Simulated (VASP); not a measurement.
S:

```
S
1.0
     1.63850    0.94599    0.86133
    -1.63850    0.94599    0.86133
     0.00000   -1.89198    0.86133
S
1
Cartesian
  0.0000 0.0000 0.0000
```

```yaml
Program: VASP 6.6.1
Task: relaxation of cell and atoms
Functional: PBEsol
Potentials_or_basis: VASP PAW PBE potentials, release 64 (S)
Cutoff: 500 eV
k_mesh: 14 × 14 × 14
Occupations: fermi-dirac, width 0.1 eV
Spin: no spin polarisation
```

At the start: pressure 207.5 GPa; volume 8.01 Å³/atom.

**Question.** How do energy, volume and symmetry change on relaxing?

**Answer.** Over 14 steps the energy falls by 2956.4 meV/atom and the volume is 15.95 Å³/atom (+99.1 %); space group R-3m (No. 166, to 0.1 Å) before and after.

The path:
```tsv
step	energy change (eV)	largest force (eV/Å)	pressure (GPa)	volume (Å³)
1	0.0000	0.0000	207.54	8.01
2	-1.6499	0.0000	-18.54	27.07
3	-2.7835	0.0000	-2.63	15.44
4	-2.7865	0.0000	-1.20	15.21
5	-2.7873	0.0000	0.21	15.00
6	-2.8875	0.0000	0.70	15.18
7	-2.9480	0.0000	3.26	15.30
8	-2.9486	0.0000	3.78	15.31
9	-2.9481	0.0000	4.36	15.31
10	-2.9494	0.0000	-3.61	16.57
11	-2.9563	0.0000	-0.07	15.95
12	-2.9563	0.0000	0.02	15.94
13	-2.9563	0.0000	0.01	15.94
14	-2.9564	0.0000	0.03	15.95
```

Final structure:
```xyz
1
Lattice="1.8815 1.0863 1.3007 -1.8815 1.0863 1.3007 0.0000 -2.1725 1.3007" Properties=species:S:1:pos:R:3 pbc="T T T"
S     0.0000    0.0000    0.0000
```

Caveat: the volume moved by over 15 % at a fixed basis, so the end points are rough; the PAW data sets were made with another functional, which shifts forces and pressure a little.
